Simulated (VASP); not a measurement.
## SnSe: single point with PBE

SnSe:

```
Sn Se
1.0
     0.00000    3.00211    3.00211
     3.00211    0.00000    3.00211
     3.00211    3.00211    0.00000
Sn Se
1 1
Direct
  0.00000 0.00000 0.00000
  0.50000 0.50000 0.50000
```

```json
{
 "Program": "VASP 6.6.1",
 "Task": "single point",
 "Functional": "PBE",
 "Potentials or basis": "VASP PAW PBE potentials, release 64 (Sn_d, Se)",
 "Cutoff": "520 eV",
 "k mesh": "8 × 8 × 8",
 "Occupations": "fermi-dirac, width 0.02 eV",
 "Spin": "no spin polarisation"
}
```

The pressure is 1.3 GPa and the band gap on the k mesh is 0.62 eV, direct.

Levels at points of the mesh, in eV from the valence-band top:
| k point | band 8 | band 9 | band 10 | band 11 | band 12 | band 13 |
| --- | --- | --- | --- | --- | --- | --- |
| (0.00, 0.00, 0.00) | -2.20 | -2.20 | -2.20 | 4.36 | 4.36 | 4.36 |
| (0.50, 0.00, 0.00) | -1.96 | -1.96 | 0.00 | 0.62 | 1.26 | 1.26 |
| (0.50, 0.50, 0.00) | -5.51 | -3.66 | -3.66 | 3.01 | 5.40 | 5.40 |

It took 16 s on 1 thread of Intel Xeon 6975P-C (shared host), peak memory 0.18 GiB.

Caveat: spin-orbit coupling is left out, which moves the levels of the heavy elements. A k mesh can miss the band edges.
